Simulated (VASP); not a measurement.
# Cu (I4/mmm) in VASP: notebook

Runs on Cu. Level: LDA. Tasks: single point.

Program: VASP 6.6.1. These are calculated values, not measurements. Logs are shortened: lines on timing, memory, paths and dates and some standing lists are left out, and cuts for length are marked.

**1. The cell of the first run**

The structure is tetragonal, space group I4/mmm (No. 139). The conventional cell has a = 2.881 Å, b = 2.881 Å, c = 2.748 Å, α = 90.00°, β = 90.00°, γ = 90.00°. Within 3.2 Å of Cu (site symmetry 4/mmm) lie 14 Cu at 2.46 to 2.88 Å.

**2. Single point, LDA**

INCAR reads:

```
SYSTEM = Cu
PREC = Accurate
ENCUT = 820
EDIFF = 1E-6
ISMEAR = 1
SIGMA = 0.01
LREAL = .FALSE.
LASPH = .TRUE.
NELM = 120
ALGO = Normal
ISIF = 2
LWAVE = .FALSE.
LCHARG = .FALSE.
GGA = CA
NBANDS = 16
GGA_COMPAT = .FALSE.
```

KPOINTS reads:

```
regular mesh
0
G
  10 10 10
  0 0 0
```

POSCAR reads:

```
Cu
1.0
   -1.4403813311      1.4403813311      1.3737827002
    1.4403813311     -1.4403813311      1.3737827002
    1.4403813311      1.4403813311     -1.3737827002
Cu
1
Direct
    0.0000000000      0.0000000000      0.0000000000
```

Potentials or basis: VASP PAW LDA potentials, release 64 (Cu_sv_GW).

Started as:

```bash
$ cat potpaw_LDA.64/Cu_sv_GW/POTCAR > POTCAR
$ mpirun -np 1 vasp_std > vasp.out
```

OUTCAR:

```text
SYSTEM = Cu
   PREC = Accurate
   ENCUT = 820
   EDIFF = 1E-6
   ISMEAR = 1
   LREAL = .FALSE.
   LASPH = .TRUE.
   NELM = 120
   ISIF = 2
   GGA = CA

 ion  position               nearest neighbor table
   1  0.000  0.000  0.000-

  LATTYP: Found a body centered tetragonal cell.
 ALAT       =     2.8807626622
 C/A-ratio  =     0.9537631949

  Lattice vectors:

 A1 = (  -1.4403813311,   1.4403813311,   1.3737827002)
 A2 = (   1.4403813311,  -1.4403813311,   1.3737827002)
 A3 = (   1.4403813311,   1.4403813311,  -1.3737827002)

Analysis of symmetry for initial positions (statically):
=====================================================================
 Subroutine PRICEL returns:
 Original cell was already a primitive cell.

 Routine SETGRP: Setting up the symmetry group for a
 body centered tetragonal supercell.

 Subroutine GETGRP returns: Found 16 space group operations
 (whereof 16 operations were pure point group operations)
 out of a pool of 16 trial point group operations.

The static configuration has the point symmetry D_4h.

Analysis of symmetry for dynamics (positions and initial velocities):
=====================================================================
 Subroutine PRICEL returns:
 Original cell was already a primitive cell.

 Routine SETGRP: Setting up the symmetry group for a
 body centered tetragonal supercell.

 Subroutine GETGRP returns: Found 16 space group operations
 (whereof 16 operations were pure point group operations)
 out of a pool of 16 trial point group operations.

The dynamic configuration has the point symmetry D_4h.

 Subroutine INISYM returns: Found 16 space group operations
 (whereof 16 operations are pure point group operations),
 and found     1 'primitive' translations

----------------------------------------------------------------------------------------

                                     Primitive cell

  volume of cell :      11.4007

  direct lattice vectors                    reciprocal lattice vectors
    -1.440381331  1.440381331  1.373782700     0.000000000  0.347130298  0.363958579
     1.440381331 -1.440381331  1.373782700     0.347130298  0.000000000  0.363958579
     1.440381331  1.440381331 -1.373782700     0.347130298  0.347130298  0.000000000

  length of vectors
     2.456964726  2.456964726  2.456964726     0.502956550  0.502956550  0.490916375

  position of ions in fractional coordinates (direct lattice)
     0.000000000  0.000000000  0.000000000

  ion indices of the primitive-cell ions
   primitive index   ion index
                 1           1

[... 72 lines left out ...]
   LREAL  =      F    real-space projection
   EDIFFG = 0.1E-04   stopping-criterion for IOM
   NSW    =      0    number of steps for IOM
   IBRION =     -1    ionic relax: 0-MD 1-quasi-New 2-CG
   NFREE  =      0    steps in history (QN), initial steepest desc. (CG)
   ISIF   =      2    stress and relaxation
   ISYM   =      2    0-nonsym 1-usesym 2-fastsym
   POTIM  = 0.5000    time-step for ionic-motion
   TEBEG  =    0.0;   TEEND  =   0.0 temperature during run
   PSTRESS=    0.0 pullay stress
   NELECT =      19.0000    total number of electrons
   NUPDOWN=      -1.0000    fix difference up-down
   EMIN   =  10.00;   EMAX   =-10.00  energy-range for DOS
   EFERMI =   0.00;   METHOD = LEGACY
   ISMEAR =     1;   SIGMA  =   0.01  broadening in eV -4-tet -1-fermi 0-gaus
   EFERMI_NEDOS =   21; number of points for ismear=-14 and -15
   IALGO  =     38    algorithm
   IMIX   =      4    mixing-type and parameters
     AMIX     =   0.40;   BMIX     =  1.00
     AMIX_MAG =   1.60;   BMIX_MAG =  1.00
  volume/ion in A,a.u.               =      11.40        76.94
  Fermi-wavevector in a.u.,A,eV,Ry     =   1.940953  3.667869 51.257211  3.767299
  Thomas-Fermi vector in A             =   2.970718
   LORBIT       =      0    0 simple, 1 ext, 2 COOP (PROOUT), +10 PAW based schemes
   GGA     = CA    functional components
   LHFCALC =     F    Hartree Fock is set to
   AEXX    =    0.0000 exact exchange contribution
   IVDW    =     0    specifies the selected vdW correction
   LEPSILON=     F    determine dielectric tensor
   LRPA    =     F    only Hartree local field effects (RPA)
 non-spin polarized calculation
 Methfessel and Paxton  Order N= 1 SIGMA  =   0.01
  energy-cutoff  :      820.00
  volume of cell :       11.40
 maximum number of plane-waves:       620
   NGX = 11   NGY = 11   NGZ = 11

 number of electron      19.0000003 magnetization

 Free energy of the ion-electron system (eV)
  ---------------------------------------------------
  ext. energy  EPLUGINS =         0.00000000
  ---------------------------------------------------
  free energy    TOTEN  =        -4.78882705 eV

  energy without entropy =       -4.78883915  energy(sigma->0) =       -4.78883108

 E-fermi :   7.6438     XC(G=0): -14.0560

 val. band max:        7.6397406970   @ k =   0.4000   0.1000   0.0000
 cond. band min:       7.6574292638   @ k =   0.5000   0.2000   0.1000
 fundamental gap:      0.0176885667
 Fermi energy:         7.6437856774

 k-point     1 :       0.0000    0.0000    0.0000
  band No.  band energies     occupation
      1    -103.9845      2.00000
      2     -61.8735      2.00000
      3     -61.8687      2.00000
      4     -61.8687      2.00000
      5      -2.0381      2.00000
      6       4.2396      2.00000
[... 433 lines left out ...]
      3     -61.9482      2.00000
      4     -61.8856      2.00000
      5       3.2815      2.00000
      6       3.7255      2.00000
[... 8 lines left out ...]
     15      36.4947      0.00000
     16      40.9832      0.00000

 [... further k-points ...]

------------------------ aborting loop because EDIFF is reached ----------------------------------------

  FORCE on cell =-STRESS in cart. coord.  units (eV):
  Direction    XX          YY          ZZ          XY          YZ          ZX
  --------------------------------------------------------------------------------------
  -------------------------------------------------------------------------------------
  Total       -0.5565384     -0.5565384     -0.6197634      0.0000000      0.0000000      0.0000000
  in kB      -78.2118845    -78.2118845    -87.0970649      0.0000000      0.0000000      0.0000000
  external PRESSURE =     -81.1736113 kB  Pullay stress =       0.0000000 kB

 VOLUME and BASIS-vectors are now :
 -----------------------------------------------------------------------------
  energy-cutoff  :      820.00
  volume of cell :       11.40
      direct lattice vectors                 reciprocal lattice vectors
    -1.440381331  1.440381331  1.373782700     0.000000000  0.347130298  0.363958579
     1.440381331 -1.440381331  1.373782700     0.347130298  0.000000000  0.363958579
     1.440381331  1.440381331 -1.373782700     0.347130298  0.347130298  0.000000000

 POSITION                                       TOTAL-FORCE (eV/Angst)
 -----------------------------------------------------------------------------------
      0.00000      0.00000      0.00000         0.000000     -0.000000      0.000000
 -----------------------------------------------------------------------------------
    total drift:                                0.000000      0.000000     -0.000000

  FREE ENERGIE OF THE ION-ELECTRON SYSTEM (eV)
  ---------------------------------------------------
  free  energy   TOTEN  =        -4.7888270494 eV

  energy  without entropy=       -4.7888391502  energy(sigma->0) =       -4.78883108
```

OSZICAR:

```text
N       E                     dE             d eps       ncg     rms          rms(c)
DAV:   1     0.249178325442E+03    0.24918E+03   -0.15074E+04  4224   0.504E+03
DAV:   2     0.464030959614E+01   -0.24454E+03   -0.23205E+03  4792   0.978E+02
DAV:   3    -0.559965724414E+01   -0.10240E+02   -0.10181E+02  4568   0.198E+02
DAV:   4    -0.573916140937E+01   -0.13950E+00   -0.13949E+00  4384   0.164E+01
DAV:   5    -0.574714836070E+01   -0.79870E-02   -0.79869E-02  4824   0.433E+00    0.845E+00
DAV:   6    -0.541540611230E+01    0.33174E+00   -0.62194E+00  4104   0.202E+02    0.575E+00
DAV:   7    -0.481043041956E+01    0.60498E+00   -0.21100E+00  3544   0.112E+02    0.174E+00
DAV:   8    -0.478888753283E+01    0.21543E-01   -0.31475E-02  5464   0.461E+00    0.253E-01
DAV:   9    -0.478885365609E+01    0.33877E-04   -0.10173E-03  5248   0.205E+00    0.921E-02
DAV:  10    -0.478882756338E+01    0.26093E-04   -0.59598E-05  5424   0.529E-01    0.722E-03
DAV:  11    -0.478882704940E+01    0.51398E-06   -0.44398E-07  2504   0.459E-02
   1 F= -.47888270E+01 E0= -.47888311E+01  d E =0.121008E-04
```

stdout:

```text
POSCAR found type information on POSCAR Cu
 POSCAR found :  1 types and       1 ions
 scaLAPACK will be used
 LDA part: xc-table for (Slater(with rela. corr.)+CA(PZ))
 , standard interpolation
 POSCAR, INCAR and KPOINTS ok, starting setup
 FFT: planning ... GRIDC
 FFT: planning ... GRID_SOFT
 FFT: planning ... GRID
 WAVECAR not read
 entering main loop
```

It took 9.9 s on 1 thread of Intel Xeon 6975P-C (Granite Rapids), shared host; peak memory 0.16 GiB.

Results:

```yaml
Free_energy: -4.7888 eV
Pressure: -8.1 GPa
Band_gap_on_the_k_mesh: zero (an odd number of electrons rules out a gap without spin polarisation)
```

Caveat: the cell stands under tension.

**3. Single point, LDA**

This run uses another cell than the first one, of 11.52 Å³/atom.

INCAR reads:

```
PREC = Accurate ; ENCUT = 820
EDIFF = 1E-6 ; ISMEAR = 1
SIGMA = 0.01 ; LREAL = F
LASPH = T ; NELM = 120
ALGO = Normal ; ISIF = 2
LWAVE = F ; LCHARG = F
NBANDS = 16 ; GGA_COMPAT = F
```

KPOINTS reads:

```
Automatic mesh
0
Gamma
  10 10 10
```

POSCAR reads:

```
Cu
1.0
   -1.4451906533      1.4451906533      1.3783696548
    1.4451906533     -1.4451906533      1.3783696548
    1.4451906533      1.4451906533     -1.3783696548
Cu
1
Direct
    0.0000000000      0.0000000000      0.0000000000
```

Potentials or basis: VASP PAW LDA potentials, release 64 (Cu_sv_GW).

Started as:

```bash
$ cat potpaw_LDA.64/Cu_sv_GW/POTCAR > POTCAR
$ mpirun -np 1 vasp_std > vasp.out
```

It took 35 s on 1 thread of AMD EPYC 7R43 (Zen 3), shared host; peak memory 0.13 GiB.

Results (log left out):

- Free energy: -4.7836 eV
- Pressure: -10.4 GPa
- Band gap on the k mesh: zero (an odd number of electrons rules out a gap without spin polarisation)

Stress tensor (GPa, compression positive):
```
-10.03   0.00   0.00
  0.00 -10.03   0.00
  0.00   0.00 -11.27
```

Levels at points of the mesh, in eV from the Fermi level:
```csv
k point,band 7,band 8,band 9,band 10,band 11,band 12,band 13,band 14
"(0.00, 0.00, 0.00)",-3.17,-3.17,-2.28,-2.07,24.89,24.89,26.15,28.56
"(0.50, 0.00, 0.00)",-2.19,-1.97,-1.39,-0.57,4.61,17.22,17.28,21.30
"(0.50, 0.50, 0.00)",-2.36,-2.10,-1.42,-0.93,4.09,18.55,18.63,22.45
"(0.50, 0.50, 0.50)",-1.59,-1.59,-1.54,7.60,7.60,9.43,13.43,13.99
```

Caveat: the cell stands under tension.

**4. Single point, LDA**

This run uses another cell than the first one, of 11.46 Å³/atom.

INCAR reads:

```
SYSTEM = Cu
PREC = Accurate
ENCUT = 820
EDIFF = 1E-6
ISMEAR = 1
SIGMA = 0.01
LREAL = .FALSE.
LASPH = .TRUE.
NELM = 120
ALGO = Normal
ISIF = 2
LWAVE = .FALSE.
LCHARG = .FALSE.
NBANDS = 16
GGA_COMPAT = .FALSE.
```

KPOINTS reads:

```
Automatic mesh
0
G
  10 10 10
  0 0 0
```

POSCAR reads:

```
Cu
1.0
   -1.4427900000      1.4427900000      1.3760800000
    1.4427900000     -1.4427900000      1.3760800000
    1.4427900000      1.4427900000     -1.3760800000
Cu
1
Direct
    0.0000000000      0.0000000000      0.0000000000
```

Started as:

```bash
$ cat potpaw_LDA.64/Cu_sv_GW/POTCAR > POTCAR
$ mpirun -np 1 vasp_std > vasp.out
```

It took 26 s on 1 thread of Intel Xeon Platinum 8259CL at 2.50GHz (Skylake/Cascade Lake), shared host; peak memory 0.17 GiB.

It converged, with:

* Free energy: -4.7863 eV
* Pressure: -9.2 GPa
* Band gap on the k mesh: zero (an odd number of electrons rules out a gap without spin polarisation)

Stress tensor (GPa, compression positive):
```
-8.90  0.00  0.00
 0.00 -8.90  0.00
 0.00  0.00 -9.88
```

Levels at points of the mesh, in eV from the Fermi level:
```tsv
k point	band 8	band 9	band 10	band 11	band 12	band 13
(0.00, 0.00, 0.00)	-3.19	-2.29	-2.08	24.94	24.94	26.20
(0.50, 0.00, 0.00)	-1.98	-1.40	-0.58	4.64	17.29	17.33
(0.50, 0.50, 0.00)	-2.11	-1.42	-0.94	4.11	18.60	18.70
(0.50, 0.50, 0.50)	-1.60	-1.55	7.62	7.62	9.46	13.46
```

Caveat: the cell stands under tension.

**5. Summary**

| cell | gap on the mesh (eV) | pressure (GPa) |
| --- | --- | --- |
| a = 2.457 Å, angles 108.2, 108.2, 112.0°, 1 atom | none | -8.1 |
| a = 2.465 Å, angles 108.2, 108.2, 112.0°, 1 atom | none | -10.4 |
| a = 2.461 Å, angles 108.2, 108.2, 112.0°, 1 atom | none | -9.2 |

Alike in all rows: task single point; level LDA; potentials or basis VASP PAW LDA potentials, release 64 (Cu_sv_GW); no spin polarisation; k mesh 10 × 10 × 10; cutoff (eV) 820; smearing methfessel-paxton 0.01 eV.

Caveats: the cell stands under tension.

Total energies depend on the potentials used, so only differences within one code and one set of settings carry meaning.
